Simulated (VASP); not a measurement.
# ZrC (Fm-3m) in VASP: further runs

ZrC is run at these levels: PBE+D3(BJ), PBE+D4, r2SCAN+D4; tasks: single point.

Everything below comes from runs of VASP 6.6.1. Logs are shortened: lines on timing, memory, paths and dates and some standing lists are left out, and cuts for length are marked.

### 1 The cell of the first run

It takes space group Fm-3m (No. 225, cubic). The conventional cell has a = 4.673 Å, b = 4.673 Å, c = 4.673 Å, α = 90.00°, β = 90.00°, γ = 90.00°. Within 3.1 Å of Zr (site symmetry m-3m) lie 6 C at 2.34 Å. Within 3.1 Å of C (site symmetry m-3m) lie 6 Zr at 2.34 Å.

### 2 Single point, PBE+D3(BJ)

The input, INCAR:

```
SYSTEM = ZrC
  PREC = Accurate
  ENCUT = 520
  EDIFF = 1E-7
  ISMEAR = 1
  SIGMA = 0.1
  LREAL = .False.
  LASPH = .True.
  NELM = 100
  ALGO = Normal
  ISIF = 2
  LWAVE = .False.
  LCHARG = .False.
  GGA = PE
  IVDW = 12
  NBANDS = 15
```

The input, KPOINTS:

```
Automatic mesh
0
Gamma
  12 12 12
  0 0 0
```

The input, POSCAR:

```
ZrC
1.0
    0.0000000000      2.3366836763      2.3366836763
    2.3366836763      0.0000000000      2.3366836763
    2.3366836763      2.3366836763      0.0000000000
Zr C
1 1
Direct
    0.5000000000      0.5000000000      0.5000000000
    0.0000000000      0.0000000000      0.0000000000
```

Potentials or basis: VASP PAW PBE potentials, release 64 (Zr_sv, C).

On the command line:

```console
> cat potpaw_PBE.64/Zr_sv/POTCAR potpaw_PBE.64/C/POTCAR > POTCAR
> mpirun -np 1 vasp_std > vasp.out
```

OUTCAR:

```text
SYSTEM = ZrC
   PREC = Accurate
   ENCUT = 520
   EDIFF = 1E-7
   ISMEAR = 1
   LREAL = .False.
   LASPH = .True.
   NELM = 100
   ISIF = 2
   GGA = PE
   IVDW = 12
 IVDW          = 12

 ion  position               nearest neighbor table
   1  0.500  0.500  0.500-   2 2.34   2 2.34   2 2.34   2 2.34   2 2.34   2 2.34
   2  0.000  0.000  0.000-   1 2.34   1 2.34   1 2.34   1 2.34   1 2.34   1 2.34

  LATTYP: Found a face centered cubic cell.
 ALAT       =     4.6733673526

  Lattice vectors:

 A1 = (   0.0000000000,   2.3366836763,   2.3366836763)
 A2 = (   2.3366836763,   0.0000000000,   2.3366836763)
 A3 = (   2.3366836763,   2.3366836763,   0.0000000000)

Analysis of symmetry for initial positions (statically):
=====================================================================
 Subroutine PRICEL returns:
 Original cell was already a primitive cell.

 Routine SETGRP: Setting up the symmetry group for a
 face centered cubic supercell.

 Subroutine GETGRP returns: Found 48 space group operations
 (whereof 48 operations were pure point group operations)
 out of a pool of 48 trial point group operations.

The static configuration has the point symmetry O_h .

Analysis of symmetry for dynamics (positions and initial velocities):
=====================================================================
 Subroutine PRICEL returns:
 Original cell was already a primitive cell.

 Routine SETGRP: Setting up the symmetry group for a
 face centered cubic supercell.

 Subroutine GETGRP returns: Found 48 space group operations
 (whereof 48 operations were pure point group operations)
 out of a pool of 48 trial point group operations.

The dynamic configuration has the point symmetry O_h .

 Subroutine INISYM returns: Found 48 space group operations
 (whereof 48 operations are pure point group operations),
 and found     1 'primitive' translations

----------------------------------------------------------------------------------------

                                     Primitive cell

  volume of cell :      25.5170

  direct lattice vectors                    reciprocal lattice vectors
     0.000000000  2.336683676  2.336683676    -0.213978471  0.213978471  0.213978471
     2.336683676  0.000000000  2.336683676     0.213978471 -0.213978471  0.213978471
     2.336683676  2.336683676  0.000000000     0.213978471  0.213978471 -0.213978471

  length of vectors
     3.304569746  3.304569746  3.304569746     0.370621583  0.370621583  0.370621583

  position of ions in fractional coordinates (direct lattice)
     0.500000000  0.500000000  0.500000000
     0.000000000  0.000000000  0.000000000

  ion indices of the primitive-cell ions
   primitive index   ion index
                 1           1
                 2           2

----------------------------------------------------------------------------------------

 KPOINTS: Automatic mesh

Automatic generation of k-mesh.
 Grid dimensions read from file:
 generate k-points for:   12   12   12

 Generating k-lattice:

  Cartesian coordinates                     Fractional coordinates (reciprocal lattice)
    -0.017831539  0.017831539  0.017831539     0.083333333  0.000000000  0.000000000
     0.017831539 -0.017831539  0.017831539     0.000000000  0.083333333  0.000000000
     0.017831539  0.017831539 -0.017831539     0.000000000  0.000000000  0.083333333

  Length of vectors
     0.030885132  0.030885132  0.030885132

  Shift w.r.t. Gamma in fractional coordinates (k-lattice)
     0.000000000  0.000000000  0.000000000

 Subroutine IBZKPT returns following result:
 ===========================================

 Found     72 irreducible k-points:

 Following reciprocal coordinates:
            Coordinates               Weight
  0.000000  0.000000  0.000000      1.000000
  0.083333  0.000000  0.000000      8.000000
  0.166667  0.000000  0.000000      8.000000
  0.250000  0.000000  0.000000      8.000000
  0.333333  0.000000  0.000000      8.000000
  0.416667  0.000000  0.000000      8.000000
[... 16 lines left out ...]
  0.500000  0.166667  0.000000     24.000000
 -0.416667  0.166667  0.000000     24.000000
 [... further k-points ...]
   k-points           NKPTS =     72   k-points in BZ     NKDIM =     72   number of bands    NBANDS=     15
   number of dos      NEDOS =    301   number of ions     NIONS =      2
   total plane-waves  NPLWV =  21952
   dimension x,y,z NGX =    28 NGY =   28 NGZ =   28
   dimension x,y,z NGXF=    56 NGYF=   56 NGZF=   56
   ions per type =               1   1
   NGX,Y,Z   is equivalent  to a cutoff of  14.09, 14.09, 14.09 a.u.
   NGXF,Y,Z  is equivalent  to a cutoff of  28.17, 28.17, 28.17 a.u.
 SYSTEM =  ZrC
   PREC   = accura    normal or accurate (medium, high low for compatibility)
   ISTART =      0    job   : 0-new  1-cont  2-samecut
   ICHARG =      2    charge: 1-file 2-atom 10-const
   ISPIN  =      1    spin polarized calculation?
   LNONCOLLINEAR =      F non collinear calculations
   LSORBIT =      F    spin-orbit coupling
   LASPH  =      T    aspherical Exc in radial PAW
   ENCUT  =  520.0 eV  38.22 Ry    6.18 a.u.   6.14  6.14  6.14*2*pi/ulx,y,z
   NELM   =    100;   NELMIN=  2; NELMDL= -5     # of ELM steps
   EDIFF  = 0.1E-06   stopping-criterion for ELM
   LREAL  =      F    real-space projection
   EDIFFG = 0.1E-05   stopping-criterion for IOM
   NSW    =      0    number of steps for IOM
   IBRION =     -1    ionic relax: 0-MD 1-quasi-New 2-CG
   NFREE  =      0    steps in history (QN), initial steepest desc. (CG)
   ISIF   =      2    stress and relaxation
   ISYM   =      2    0-nonsym 1-usesym 2-fastsym
   POTIM  = 0.5000    time-step for ionic-motion
   TEBEG  =    0.0;   TEEND  =   0.0 temperature during run
   PSTRESS=    0.0 pullay stress
   NELECT =      16.0000    total number of electrons
   NUPDOWN=      -1.0000    fix difference up-down
   EMIN   =  10.00;   EMAX   =-10.00  energy-range for DOS
   EFERMI =   0.00;   METHOD = LEGACY
   ISMEAR =     1;   SIGMA  =   0.10  broadening in eV -4-tet -1-fermi 0-gaus
   EFERMI_NEDOS =   21; number of points for ismear=-14 and -15
   IALGO  =     38    algorithm
   IMIX   =      4    mixing-type and parameters
     AMIX     =   0.40;   BMIX     =  1.00
     AMIX_MAG =   1.60;   BMIX_MAG =  1.00
  volume/ion in A,a.u.               =      12.76        86.10
  Fermi-wavevector in a.u.,A,eV,Ry     =   1.401215  2.647913 26.713741  1.963405
  Thomas-Fermi vector in A             =   2.524099
   LORBIT       =      0    0 simple, 1 ext, 2 COOP (PROOUT), +10 PAW based schemes
   GGA     = PE    functional components
   LHFCALC =     F    Hartree Fock is set to
   AEXX    =    0.0000 exact exchange contribution
   IVDW    =    12    specifies the selected vdW correction
   LEPSILON=     F    determine dielectric tensor
   LRPA    =     F    only Hartree local field effects (RPA)
 non-spin polarized calculation
 Methfessel and Paxton  Order N= 1 SIGMA  =   0.10
  energy-cutoff  :      520.00
  volume of cell :       25.52
 maximum number of plane-waves:       701
 NGX is ok and might be reduce to    28
   NGX = 13   NGY = 13   NGZ = 13

 number of electron      16.0000000 magnetization

 Free energy of the ion-electron system (eV)
  ---------------------------------------------------
  ext. energy  EPLUGINS =         0.00000000
  ---------------------------------------------------
  free energy    TOTEN  =       -19.44965082 eV

  energy without entropy =      -19.44924147  energy(sigma->0) =      -19.44951437

 E-fermi :   9.8926     XC(G=0): -12.2192

 val. band max:        9.8920224321   @ k =   0.5000   0.5000   0.0000
 cond. band min:       9.9241724656   @ k =   0.4167   0.3333   0.0000
 fundamental gap:      0.0321500336
 Fermi energy:         9.8925698320

 k-point     1 :       0.0000    0.0000    0.0000
  band No.  band energies     occupation
      1     -38.2265      2.00000
      2     -15.9250      2.00000
      3     -15.9250      2.00000
      4     -15.9250      2.00000
      5      -1.5527      2.00000
      6      10.7543     -0.00000
      7      10.7543     -0.00000
      8      10.7543     -0.00000
      9      10.9129     -0.00000
     10      10.9129     -0.00000
     11      10.9129     -0.00000
     12      12.6754      0.00000
     13      12.6754      0.00000
     14      17.3224      0.00000
     15      20.3107      0.00000

 k-point     2 :       0.0833    0.0000    0.0000
  band No.  band energies     occupation
      1     -38.2192      2.00000
      2     -15.9909      2.00000
      3     -15.9307      2.00000
      4     -15.9307      2.00000
      5      -1.3905      2.00000
      6       9.6928      2.01612
      7       9.9428      0.25694
      8       9.9428      0.25694
      9      11.2158     -0.00000
     10      11.2158     -0.00000
     11      11.6218     -0.00000
     12      13.5181      0.00000
     13      13.5181      0.00000
     14      17.6566      0.00000
     15      20.7509      0.00000

 k-point     3 :       0.1667    0.0000    0.0000
  band No.  band energies     occupation
      1     -38.1993      2.00000
      2     -16.1666      2.00000
      3     -15.9461      2.00000
      4     -15.9461      2.00000
      5      -0.9335      2.00000
      6       8.3697      2.00000
      7       8.9001      2.00000
      8       8.9001      2.00000
      9      11.6973     -0.00000
     10      11.6973     -0.00000
     11      12.1322      0.00000
     12      15.0500      0.00000
     13      15.0500      0.00000
     14      18.4310      0.00000
     15      21.8731      0.00000
[... 343 lines left out ...]
 k-point    23 :       0.5000    0.1667    0.0000
  band No.  band energies     occupation
      1     -38.1076      2.00000
      2     -16.7313      2.00000
      3     -16.1429      2.00000
      4     -16.0638      2.00000
      5       0.9892      2.00000
      6       5.2807      2.00000
      7       7.1289      2.00000
      8       7.3833      2.00000
      9      12.5731      0.00000
     10      14.6415      0.00000
     11      15.1767      0.00000
     12      17.9531      0.00000
     13      18.5106      0.00000
     14      20.2039      0.00000
     15      23.4638      0.00000

 k-point    24 :      -0.4167    0.1667    0.0000
  band No.  band energies     occupation
      1     -38.1058      2.00000
      2     -16.7408      2.00000
      3     -16.1739      2.00000
      4     -16.0416      2.00000
      5       1.1363      2.00000
      6       5.0988      2.00000
      7       7.1244      2.00000
      8       7.1908      2.00000
      9      13.5673      0.00000
     10      14.1491      0.00000
     11      14.7400      0.00000
     12      17.9547      0.00000
     13      19.3624      0.00000
     14      19.7123      0.00000
     15      23.3707      0.00000

 [... further k-points ...]

------------------------ aborting loop because EDIFF is reached ----------------------------------------

 Edisp (eV)   -0.81397

 E8    (eV) :    -0.3765

  FORCE on cell =-STRESS in cart. coord.  units (eV):
  Direction    XX          YY          ZZ          XY          YZ          ZX
  --------------------------------------------------------------------------------------
  -------------------------------------------------------------------------------------
  Total       0.04135     0.04135     0.04135    -0.00000    -0.00000     0.00000
  in kB       2.59610     2.59610     2.59610    -0.00000    -0.00000     0.00000
  external pressure =        2.60 kB  Pullay stress =        0.00 kB

 VOLUME and BASIS-vectors are now :
 -----------------------------------------------------------------------------
  energy-cutoff  :      520.00
  volume of cell :       25.52
      direct lattice vectors                 reciprocal lattice vectors
     0.000000000  2.336683676  2.336683676    -0.213978471  0.213978471  0.213978471
     2.336683676  0.000000000  2.336683676     0.213978471 -0.213978471  0.213978471
     2.336683676  2.336683676  0.000000000     0.213978471  0.213978471 -0.213978471

 POSITION                                       TOTAL-FORCE (eV/Angst)
 -----------------------------------------------------------------------------------
      2.33668      2.33668      2.33668        -0.000000      0.000000     -0.000000
      0.00000      0.00000      0.00000         0.000000     -0.000000      0.000000
 -----------------------------------------------------------------------------------
    total drift:                                0.000000      0.000000      0.000000

  FREE ENERGIE OF THE ION-ELECTRON SYSTEM (eV)
  ---------------------------------------------------
  free  energy   TOTEN  =       -20.2636187532 eV

  energy  without entropy=      -20.2632093995  energy(sigma->0) =      -20.26348230
```

It took 27 s on 1 thread of Intel Xeon 8259CL, shared host; peak memory 0.18 GiB.

What came out:

* Free energy: -20.2636 eV
* Pressure: 0.3 GPa
* Band gap on the k mesh: zero (bands 8 and 9 overlap by 1.31 eV)
* Dispersion energy per atom: -0.407 eV

[end of part 1 of 2]

The gap in the log of VASP goes by the Fermi energy; the results here count the filled bands.